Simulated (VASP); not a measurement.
Wanted: the native input for a VASP 6.6.1 run.

```yaml
Task: single point
Functional: PBEsol
Potentials_or_basis: VASP PAW PBE potentials, release 64 (Cu)
Cutoff: 520 eV
k_mesh: 8 × 8 × 8
Occupations: fermi-dirac, width 0.1 eV
Spin: no spin polarisation
Dipole_correction: no
Further_INCAR_settings: ALGO = Normal; EDIFF = 1e-06; NBANDS = 12
```

The structure of Cu lies in POSCAR:

```
Cu
1.0
    1.7236700000      0.9951600000      5.7071900000
   -1.7236700000      0.9951600000      5.7071900000
    0.0000000000     -1.9903200000      5.7071900000
Cu
1
Direct
    0.9969500000      0.9969500000      0.9969500000
```

One way to write it, as run:

INCAR

```
SYSTEM = Cu
PREC = Accurate ; ENCUT = 520
EDIFF = 1E-6 ; ISMEAR = -1
SIGMA = 0.1 ; LREAL = .FALSE.
LASPH = .TRUE. ; NELM = 80
ALGO = Normal ; ISIF = 2
LWAVE = .FALSE. ; LCHARG = .TRUE.
GGA = PS ; LELF = .TRUE.
LVHAR = .TRUE. ; NBANDS = 12
```

KPOINTS

```
regular mesh
0
G
  8 8 8
  0 0 0
```

Potentials or basis: VASP PAW PBE potentials, release 64 (Cu).

The run is started by

```sh
$ cat potpaw_PBE.64/Cu/POTCAR > POTCAR
$ mpirun -np 1 vasp_std > vasp.out
```

Results of the run:

The pressure is -5.2 GPa. The band gap on the k mesh is zero (an odd number of electrons rules out a gap without spin polarisation).

Caveat: the stress differs along the axes, from -8 to -0 GPa; the PAW data sets were made with another functional, which shifts forces and pressure a little.

Wall time 98 s on 1 thread of Intel(R) Xeon(R) Platinum 8259CL CPU @ 2.50GHz (Skylake/Cascade Lake) (shared host), peak memory 0.32 GiB.
